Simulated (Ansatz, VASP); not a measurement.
**AlN in VASP and in Ansatz**

```
CELL_PARAMETERS angstrom
0.00000 2.00194 2.60252
2.00194 0.00000 2.60252
2.00194 2.00194 0.00000
ATOMIC_POSITIONS crystal
Al 0.00000 0.00000 0.00000
N 0.75000 0.75000 0.75000
```

Alike in both runs: task single point; functional r2SCAN; k mesh 10 × 10 × 10; occupations gaussian, width 0.05 eV; no spin polarisation.

|  | VASP | Ansatz |
| --- | --- | --- |
| version | VASP 6.6.1 | Ansatz 0.2.0 |
| potentials or method | VASP PAW PBE potentials, release 64 (Al, N), cutoff 520 eV | scalar-relativistic, plane waves, PAW |
| valence electrons in the cell | 8 | 8 |

|  | VASP | Ansatz | Ansatz less VASP |
| --- | --- | --- | --- |
| gap on the k mesh at the Fermi level (eV) | 2.77 | 2.78 | +0.011 |
| least direct gap on the mesh (eV) | 3.36 | 3.33 | -0.029 |
| pressure (GPa) | -4.0 | -3.5 | +0.41 |
| traceless stress, the component that is largest in VASP (GPa) | -50.37 | -50.21 | +0.159 |

VASP's potentials were made for PBE, not for r2SCAN. With one functional, cell and mesh, what is left measures potentials, basis and numerics.
